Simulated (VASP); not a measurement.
A run of VASP 6.6.1 is set up as follows.

INCAR

```
PREC = Accurate ; ENCUT = 600
EDIFF = 1E-6 ; ISMEAR = 0
SIGMA = 0.1 ; LREAL = False
LASPH = True ; NELM = 100
ALGO = Fast ; ISIF = 3
LWAVE = False ; LCHARG = False
GGA = PE ; IBRION = 2
NSW = 100 ; EDIFFG = -0.01
```

File KPOINTS:

```
regular mesh
0
Gamma
  6 6 6
```

Contents of POSCAR:

```
Sr4Ir
1.0
    5.9970810240      0.0000000000      0.0000000000
    0.0000000000      5.9970810240      0.0000000000
    0.0000000000      0.0000000000      5.9970810240
Sr Ir
4 1
Direct
    0.0000000000      0.5000000000      0.5000000000
    0.5000000000      0.0000000000      0.5000000000
    0.5000000000      0.5000000000      0.0000000000
    0.0000000000      0.0000000000      0.0000000000
    0.5000000000      0.5000000000      0.5000000000
```

Potentials or basis: VASP PAW PBE potentials, release 64 (Sr_sv, Ir).

The run is started by

```sh
$ cat potpaw_PBE.64/Sr_sv/POTCAR potpaw_PBE.64/Ir/POTCAR > POTCAR
$ mpirun -np 1 vasp_std > vasp.out
```

Task: Predict the band gap on the k mesh.

Result: Zero (an odd number of electrons rules out a gap without spin polarisation).

Final structure:
```
Sr Ir
1.0
     5.99708    0.00000    0.00000
     0.00000    5.99708    0.00000
     0.00000    0.00000    5.99708
Sr Ir
4 1
Direct
  0.00000 0.50000 0.50000
  0.50000 0.00000 0.50000
  0.50000 0.50000 0.00000
  0.00000 0.00000 0.00000
  0.50000 0.50000 0.50000
```

Caveat: the relaxation stopped at its first step, so nothing moved; spin-orbit coupling is left out, which moves the levels of the heavy elements.
